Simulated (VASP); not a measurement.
A run of VASP 6.6.1 is set up as follows.

File INCAR:

```
  ALGO = Normal
  EDIFF = 1E-6
  ENCUT = 600
  GGA = PE
  GGA_COMPAT = False
  ISIF = 2
  ISMEAR = 0
  LASPH = True
  LCHARG = False
  LREAL = False
  LWAVE = False
  NBANDS = 26
  NELM = 120
  PREC = Accurate
  SIGMA = 0.05
```

Contents of KPOINTS:

```
k-points
0
Gamma
  6 6 4
```

POSCAR

```
ZnO
1.0
    3.4165334633      0.0000000000      0.0000000000
   -1.7082667316      2.9588047721      0.0000000000
    0.0000000000      0.0000000000      4.4775676713
Zn O
2 2
Direct
    0.3333333333      0.6666666667      0.2500000000
    0.6666666667      0.3333333333      0.7500000000
    0.6666666667      0.3333333333      0.2500000000
    0.3333333333      0.6666666667      0.7500000000
```

Potentials or basis: VASP PAW PBE potentials, release 64 (Zn, O).

Command:

```sh
$ cat potpaw_PBE.64/Zn/POTCAR potpaw_PBE.64/O/POTCAR > POTCAR
$ mpirun -np 1 vasp_std > vasp.out
```

Q: Estimate the band gap on the k mesh.

A: 1.00 eV, indirect (least direct gap 1.06 eV).

Q: Estimate the pressure.

A: 7.4 GPa.

Stress tensor (GPa, compression positive):
```
7.63 0.00 0.00
0.00 7.63 0.00
0.00 0.00 6.91
```

A k mesh can miss the band edges.
